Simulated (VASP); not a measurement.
Input of a VASP 6.6.1 run:

INCAR

```
SYSTEM = ScAl2
ALGO     = Normal         ! electronic algorithm
EDIFF    = 1E-7           ! SCF threshold, eV
ENCUT    = 520            ! plane-wave cutoff, eV
GGA      = PS             ! functional
ISIF     = 2              ! what is computed and relaxed
ISMEAR   = 0              ! smearing method
ISYM     = 0            
LASPH    = .TRUE.         ! aspherical terms in the spheres
LCHARG   = .FALSE.        ! write CHGCAR
LREAL    = .FALSE.        ! projectors in reciprocal space
LWAVE    = .FALSE.        ! write WAVECAR
NBANDS   = 26             ! bands
NELM     = 60             ! most SCF steps
PREC     = Accurate       ! precision mode
SIGMA    = 0.1            ! smearing width, eV
```

KPOINTS

```
Automatic mesh
0
Gamma
  2 2 2
  0.5 0.5 0.5
```

File POSCAR:

```
ScAl2
1.0
    0.0000000000      3.7776526849      3.7776526849
    3.7776526849      0.0000000000      3.7776526849
    3.7776526849      3.7776526849      0.0000000000
Sc Al
2 4
Direct
    0.5000000000      0.5000000000      0.5000000000
    0.7500000000      0.7500000000      0.7500000000
    0.1250000000      0.1250000000      0.1250000000
    0.6250000000      0.1250000000      0.1250000000
    0.1250000000      0.6250000000      0.1250000000
    0.1250000000      0.1250000000      0.6250000000
```

Potentials or basis: VASP PAW PBE potentials, release 64 (Sc_sv, Al).

Launch:

```sh
$ cat potpaw_PBE.64/Sc_sv/POTCAR potpaw_PBE.64/Al/POTCAR > POTCAR
$ mpirun -np 1 vasp_std > vasp.out
```

Question: What does it give for the band gap on the k mesh?

Answer: Zero (bands 17 and 18 overlap by 0.51 eV).

Question: What does it give for the pressure?

Answer: -1.0 GPa.

Caveat: the k points lie up to 0.72 Å⁻¹ apart, too coarse for converged energies and pressures of a metal; the PAW data sets were made with another functional, which shifts forces and pressure a little.
